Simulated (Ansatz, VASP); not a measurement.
# Al: VASP beside Ansatz

```
CELL_PARAMETERS angstrom
2.80980 0.00000 0.00000
-1.40490 2.43336 0.00000
0.00000 0.00000 4.48990
ATOMIC_POSITIONS crystal
Al 0.66667 0.33333 0.75000
Al 0.33333 0.66667 0.25000
```

Alike in both runs: task single point; functional PBEsol; k mesh 18 × 18 × 10; occupations gaussian, width 0.15 eV; no spin polarisation.

```csv
,VASP,Ansatz
version,VASP 6.6.1,Ansatz 0.2.0
potentials or method,"VASP PAW PBE potentials, release 64 (Al), cutoff 520 eV","scalar-relativistic, plane waves, PAW"
valence electrons in the cell,6,6
```

```tsv
	VASP	Ansatz	Ansatz less VASP
gap on the k mesh at the Fermi level (eV)	none	none	-
pressure (GPa)	5.6	5.5	-0.11
traceless stress, the component that is largest in VASP (GPa)	1.60	1.59	-0.012
```

VASP's potentials were made for PBE, not for PBEsol, and Ansatz warns of the same on its side. A gap of «none» marks a metal or a gap that the smearing closes.
